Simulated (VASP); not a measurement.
Write the native input for VASP 6.6.1 that does the following.

| Property | Result |
| --- | --- |
| Task | single point |
| Functional | LDA |
| Potentials or basis | VASP PAW LDA potentials, release 64 (C) |
| Cutoff | 520 eV |
| k mesh | 12 × 12 × 12 |
| Occupations | gaussian, width 0.02 eV |
| Spin | no spin polarisation |
| Dipole correction | no |
| Further INCAR settings | ALGO = Normal; EDIFF = 1e-06; NBANDS = 11 |

The structure of C lies in POSCAR:

```
C
1.0
    0.0000000000      1.7657330654      1.7657330654
    1.7657330654      0.0000000000      1.7657330654
    1.7657330654      1.7657330654      0.0000000000
C
2
Direct
    0.5000000000      0.5000000000      0.5000000000
    0.7500000000      0.7500000000      0.7500000000
```

The input as run:

INCAR

```
SYSTEM = C
  ALGO = Normal
  EDIFF = 1E-6
  ENCUT = 520
  ISIF = 2
  ISMEAR = 0
  LASPH = .True.
  LCHARG = .False.
  LREAL = .False.
  LWAVE = .False.
  NBANDS = 11
  NELM = 100
  PREC = Accurate
  SIGMA = 0.02
```

KPOINTS

```
k-points
0
Gamma
  12 12 12
  0 0 0
```

Potentials or basis: VASP PAW LDA potentials, release 64 (C).

Command:

```bash
$ cat potpaw_LDA.64/C/POTCAR > POTCAR
$ mpirun -np 1 vasp_std > vasp.out
```

It gave:

```yaml
Pressure: 1.7 GPa
Band_gap_on_the_k_mesh: 4.20 eV, indirect (least direct gap 5.63 eV)
```

Wall time 3.3 s on 1 thread of Intel(R) Xeon(R) 6975P-C (Granite Rapids), with other jobs on the host, peak memory 0.11 GiB.
